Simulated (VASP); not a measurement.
# KBr (rocksalt type) (Fm-3m) in VASP: a series of runs, part 2 of 2

VASP 6.6.1. The steps go on from the part before.

**3. Relaxation of cell and atoms, PBE**

This run uses another cell than the first one, of 26.05 Å³/atom, 0.692 times its volume.

INCAR reads:

```
SYSTEM = KBr
PREC     = Accurate       ! precision mode
ENCUT    = 600            ! plane-wave cutoff, eV
EDIFF    = 1E-6           ! SCF threshold, eV
ISMEAR   = -1             ! smearing method
SIGMA    = 0.05           ! smearing width, eV
LREAL    = .FALSE.        ! projectors in reciprocal space
LASPH    = .TRUE.         ! aspherical terms in the spheres
NELM     = 100            ! most SCF steps
ALGO     = Normal         ! electronic algorithm
ISIF     = 3              ! what is computed and relaxed
LWAVE    = .FALSE.        ! write WAVECAR
LCHARG   = .FALSE.        ! write CHGCAR
GGA      = PE             ! functional
IBRION   = 2              ! ionic algorithm
NSW      = 100            ! ionic steps
EDIFFG   = -0.005         ! ionic threshold
```

KPOINTS reads:

```
Automatic mesh
0
G
  12 12 12
  0 0 0
```

POSCAR reads:

```
KBr
1.0
    0.0000000000      2.9643407017      2.9643407017
    2.9643407017      0.0000000000      2.9643407017
    2.9643407017      2.9643407017      0.0000000000
K Br
1 1
Direct
    0.0000000000      0.0000000000      0.0000000000
    0.5000000000      0.5000000000      0.5000000000
```

Potentials or basis: VASP PAW PBE potentials, release 64 (K_sv, Br).

Run with:

```bash
$ cat potpaw_PBE.64/K_sv/POTCAR potpaw_PBE.64/Br/POTCAR > POTCAR
$ mpirun -np 1 vasp_std > vasp.out
```

OUTCAR:

```text
SYSTEM = KBr
   PREC = Accurate
   ENCUT = 600
   EDIFF = 1E-6
   ISMEAR = -1
   LREAL = .FALSE.
   LASPH = .TRUE.
   NELM = 100
   ISIF = 3
   GGA = PE
   IBRION = 2
   NSW = 100
   EDIFFG = -0.005

 ion  position               nearest neighbor table
   1  0.000  0.000  0.000-   2 2.96   2 2.96   2 2.96   2 2.96   2 2.96   2 2.96
   2  0.500  0.500  0.500-   1 2.96   1 2.96   1 2.96   1 2.96   1 2.96   1 2.96

  LATTYP: Found a face centered cubic cell.
 ALAT       =     5.9286814034

  Lattice vectors:

 A1 = (   0.0000000000,   2.9643407017,   2.9643407017)
 A2 = (   2.9643407017,   0.0000000000,   2.9643407017)
 A3 = (   2.9643407017,   2.9643407017,   0.0000000000)

Analysis of symmetry for initial positions (statically):
=====================================================================
 Subroutine PRICEL returns:
 Original cell was already a primitive cell.

 Routine SETGRP: Setting up the symmetry group for a
 face centered cubic supercell.

 Subroutine GETGRP returns: Found 48 space group operations
 (whereof 48 operations were pure point group operations)
 out of a pool of 48 trial point group operations.

The static configuration has the point symmetry O_h .

Analysis of symmetry for dynamics (positions and initial velocities):
=====================================================================
 Subroutine PRICEL returns:
 Original cell was already a primitive cell.

 Routine SETGRP: Setting up the symmetry group for a
 face centered cubic supercell.

 Subroutine GETGRP returns: Found 48 space group operations
 (whereof 48 operations were pure point group operations)
 out of a pool of 48 trial point group operations.

The dynamic configuration has the point symmetry O_h .

 Subroutine INISYM returns: Found 48 space group operations
 (whereof 48 operations are pure point group operations),
 and found     1 'primitive' translations

----------------------------------------------------------------------------------------

                                     Primitive cell

  volume of cell :      52.0972

  direct lattice vectors                    reciprocal lattice vectors
     0.000000000  2.964340702  2.964340702    -0.168671570  0.168671570  0.168671570
     2.964340702  0.000000000  2.964340702     0.168671570 -0.168671570  0.168671570
     2.964340702  2.964340702  0.000000000     0.168671570  0.168671570 -0.168671570

  length of vectors
     4.192210824  4.192210824  4.192210824     0.292147729  0.292147729  0.292147729

  position of ions in fractional coordinates (direct lattice)
     0.000000000  0.000000000  0.000000000
     0.500000000  0.500000000  0.500000000

  ion indices of the primitive-cell ions
   primitive index   ion index
                 1           1
                 2           2

----------------------------------------------------------------------------------------

 KPOINTS: Automatic mesh

Automatic generation of k-mesh.
 Grid dimensions read from file:
 generate k-points for:   12   12   12

 Generating k-lattice:

  Cartesian coordinates                     Fractional coordinates (reciprocal lattice)
    -0.014055964  0.014055964  0.014055964     0.083333333  0.000000000  0.000000000
     0.014055964 -0.014055964  0.014055964     0.000000000  0.083333333  0.000000000
     0.014055964  0.014055964 -0.014055964     0.000000000  0.000000000  0.083333333

  Length of vectors
     0.024345644  0.024345644  0.024345644

  Shift w.r.t. Gamma in fractional coordinates (k-lattice)
     0.000000000  0.000000000  0.000000000

 Subroutine IBZKPT returns following result:
 ===========================================

 Found     72 irreducible k-points:

 Following reciprocal coordinates:
            Coordinates               Weight
  0.000000  0.000000  0.000000      1.000000
  0.083333  0.000000  0.000000      8.000000
  0.166667  0.000000  0.000000      8.000000
  0.250000  0.000000  0.000000      8.000000
  0.333333  0.000000  0.000000      8.000000
  0.416667  0.000000  0.000000      8.000000
[... 16 lines left out ...]
  0.500000  0.166667  0.000000     24.000000
 -0.416667  0.166667  0.000000     24.000000
 [... further k-points ...]
   k-points           NKPTS =     72   k-points in BZ     NKDIM =     72   number of bands    NBANDS=     12
   number of dos      NEDOS =    301   number of ions     NIONS =      2
   total plane-waves  NPLWV =  46656
   dimension x,y,z NGX =    36 NGY =   36 NGZ =   36
   dimension x,y,z NGXF=    72 NGYF=   72 NGZF=   72
   ions per type =               1   1
   NGX,Y,Z   is equivalent  to a cutoff of  14.28, 14.28, 14.28 a.u.
   NGXF,Y,Z  is equivalent  to a cutoff of  28.55, 28.55, 28.55 a.u.
 SYSTEM =  KBr
   PREC   = accura    normal or accurate (medium, high low for compatibility)
   ISTART =      0    job   : 0-new  1-cont  2-samecut
   ICHARG =      2    charge: 1-file 2-atom 10-const
   ISPIN  =      1    spin polarized calculation?
   LNONCOLLINEAR =      F non collinear calculations
   LSORBIT =      F    spin-orbit coupling
   LASPH  =      T    aspherical Exc in radial PAW
   ENCUT  =  600.0 eV  44.10 Ry    6.64 a.u.   8.37  8.37  8.37*2*pi/ulx,y,z
   NELM   =    100;   NELMIN=  2; NELMDL= -5     # of ELM steps
   EDIFF  = 0.1E-05   stopping-criterion for ELM
   LREAL  =      F    real-space projection
   EDIFFG = -.5E-02   stopping-criterion for IOM
   NSW    =    100    number of steps for IOM
   IBRION =      2    ionic relax: 0-MD 1-quasi-New 2-CG
   NFREE  =      1    steps in history (QN), initial steepest desc. (CG)
   ISIF   =      3    stress and relaxation
   ISYM   =      2    0-nonsym 1-usesym 2-fastsym
   POTIM  = 0.5000    time-step for ionic-motion
   TEBEG  =    0.0;   TEEND  =   0.0 temperature during run
   PSTRESS=    0.0 pullay stress
   NELECT =      16.0000    total number of electrons
   NUPDOWN=      -1.0000    fix difference up-down
   EMIN   =  10.00;   EMAX   =-10.00  energy-range for DOS
   EFERMI =   0.00;   METHOD = LEGACY
   ISMEAR =    -1;   SIGMA  =   0.05  broadening in eV -4-tet -1-fermi 0-gaus
   EFERMI_NEDOS =   21; number of points for ismear=-14 and -15
   IALGO  =     38    algorithm
   IMIX   =      4    mixing-type and parameters
     AMIX     =   0.40;   BMIX     =  1.00
     AMIX_MAG =   1.60;   BMIX_MAG =  1.00
  volume/ion in A,a.u.               =      26.05       175.78
  Fermi-wavevector in a.u.,A,eV,Ry     =   1.104528  2.087255 16.598863  1.219982
  Thomas-Fermi vector in A             =   2.241002
   LORBIT       =      0    0 simple, 1 ext, 2 COOP (PROOUT), +10 PAW based schemes
   GGA     = PE    functional components
   LHFCALC =     F    Hartree Fock is set to
   AEXX    =    0.0000 exact exchange contribution
   IVDW    =     0    specifies the selected vdW correction
   LEPSILON=     F    determine dielectric tensor
   LRPA    =     F    only Hartree local field effects (RPA)
 conjugate gradient relaxation of ions
 non-spin polarized calculation
  energy-cutoff  :      600.00
  volume of cell :       52.10
 maximum number of plane-waves:      1807
 NGX is ok and might be reduce to    36
   NGX = 17   NGY = 17   NGZ = 17

--------------------------------------- Ionic step        1  -------------------------------------------

 number of electron      16.0000000 magnetization

 Free energy of the ion-electron system (eV)
  ---------------------------------------------------
  ext. energy  EPLUGINS =         0.00000000
  ---------------------------------------------------
  free energy    TOTEN  =        -5.59214486 eV

  energy without entropy =       -5.59214486  energy(sigma->0) =       -5.59214486

 E-fermi :   0.9276     XC(G=0):  -8.7485

 val. band max:       -0.0937691128   @ k =   0.0000   0.0000   0.0000
 cond. band min:       5.1292848884   @ k =   0.5000   0.5000   0.0000
 fundamental gap:      5.2230540013
 Fermi energy:         0.9275530664

 k-point     1 :       0.0000    0.0000    0.0000
  band No.  band energies     occupation
      1     -27.3796      2.00000
      2     -12.9309      2.00000
      3     -10.8812      2.00000
      4     -10.8812      2.00000
      5     -10.8812      2.00000
      6      -0.0938      2.00000
      7      -0.0938      2.00000
      8      -0.0938      2.00000
      9       5.4038      0.00000
     10       7.3427      0.00000
     11       7.3427      0.00000
     12       7.3427      0.00000
[... 446 lines left out ...]
  FREE ENERGIE OF THE ION-ELECTRON SYSTEM (eV)
  ---------------------------------------------------
  free  energy   TOTEN  =        -6.2160653846 eV

  energy  without entropy=       -6.2160653846  energy(sigma->0) =       -6.21606538

[... ionic steps 4 to 22 ...]

--------------------------------------- Ionic step       23  -------------------------------------------

 number of electron      16.0000001 magnetization

------------------------ aborting loop because EDIFF is reached ----------------------------------------
[... 67 lines left out ...]
--------------------------------------- Ionic step       25  -------------------------------------------

 number of electron      16.0000001 magnetization

 Free energy of the ion-electron system (eV)
  ---------------------------------------------------
  ext. energy  EPLUGINS =         0.00000000
  ---------------------------------------------------
  free energy    TOTEN  =        -6.22133395 eV

  energy without entropy =       -6.22133395  energy(sigma->0) =       -6.22133395

 E-fermi :  -0.8592     XC(G=0):  -7.1703

 val. band max:       -1.9339403942   @ k =   0.0000   0.0000   0.0000
 cond. band min:       2.3676332307   @ k =   0.0000   0.0000   0.0000
 fundamental gap:      4.3015736249
 Fermi energy:        -0.8591559190

 k-point     1 :       0.0000    0.0000    0.0000
  band No.  band energies     occupation
      1     -29.8271      2.00000
      2     -14.1674      2.00000
      3     -13.2999      2.00000
      4     -13.2999      2.00000
      5     -13.2999      2.00000
      6      -1.9339      2.00000
      7      -1.9339      2.00000
      8      -1.9339      2.00000
      9       2.3676      0.00000
     10       5.6546      0.00000
     11       5.6546      0.00000
     12       5.6546      0.00000
[... 374 lines left out ...]
  FREE ENERGIE OF THE ION-ELECTRON SYSTEM (eV)
  ---------------------------------------------------
  free  energy   TOTEN  =        -6.2213339464 eV

  energy  without entropy=       -6.2213339464  energy(sigma->0) =       -6.22133395

 reached required accuracy - stopping structural energy minimisation
```

It took 6.7 min on 1 thread of Intel Xeon Platinum 8259CL at 2.50GHz (Skylake/Cascade Lake), shared host; peak memory 0.26 GiB.

What came out:

```
Free energy                            : -6.2213 eV
Relaxed volume                         : 37.81 Å³/atom
Relaxed cell                           : a = 4.746 Å, b = 4.746 Å, c = 4.746 Å, α = 60.00°, β = 60.00°, γ = 60.00°
Space group after relaxing (to 0.05 Å) : Fm-3m (No. 225)
Energy gained by relaxing              : 314.6 meV/atom
Ionic steps                            : 25
Pressure after relaxing                : 0.0 GPa
Band gap on the k mesh                 : 4.30 eV, direct
```

Step by step:
| step | energy change (eV) | largest force (eV/Å) | pressure (GPa) | volume (Å³) |
| --- | --- | --- | --- | --- |
| 1 | 0.0000 | 0.0000 | 12.35 | 52.10 |
| 2 | -0.5986 | 0.0000 | 1.59 | 68.75 |
| 3 | -0.6239 | 0.0000 | 0.60 | 72.54 |
| 4 | -0.6166 | 0.0000 | -0.74 | 80.55 |
| 5 | -0.6291 | 0.0000 | -0.06 | 75.85 |
| 6 | -0.6292 | 0.0000 | 0.04 | 75.32 |
| 7 | -0.6292 | 0.0000 | 0.04 | 75.32 |
| 8 | -0.6292 | 0.0000 | 0.04 | 75.32 |
| 9 | -0.6292 | 0.0000 | 0.03 | 75.32 |
| 10 | -0.6292 | 0.0000 | 0.03 | 75.32 |
| 11 | -0.6292 | 0.0000 | 0.03 | 75.32 |
| 12 | -0.6292 | 0.0000 | 0.03 | 75.32 |
| 13 | -0.6292 | 0.0000 | 0.03 | 75.32 |
| 14 | -0.6292 | 0.0000 | 0.03 | 75.32 |
| 15 | -0.6292 | 0.0000 | 0.03 | 75.32 |
| 16 | -0.6292 | 0.0000 | 0.03 | 75.32 |
| 17 | -0.6292 | 0.0000 | 0.04 | 75.32 |
| 18 | -0.6292 | 0.0000 | 0.04 | 75.33 |
| 19 | -0.6292 | 0.0000 | 0.05 | 75.33 |
| 20 | -0.6292 | 0.0000 | 0.03 | 75.35 |
| 21 | -0.6292 | 0.0000 | 0.03 | 75.38 |
| 22 | -0.6292 | 0.0000 | 0.03 | 75.43 |
| 23 | -0.6292 | 0.0000 | 0.02 | 75.55 |
| 24 | -0.6292 | 0.0000 | -0.05 | 75.77 |
| 25 | -0.6292 | 0.0000 | -0.02 | 75.61 |

Final structure:
```
K Br
1.0
     0.00000    3.35624    3.35624
     3.35624    0.00000    3.35624
     3.35624    3.35624    0.00000
K Br
1 1
Direct
  0.00000 0.00000 0.00000
  0.50000 0.50000 0.50000
```

Caveat: the volume moved by over 15 % at a fixed basis, so the end points are rough. A k mesh can miss the band edges.
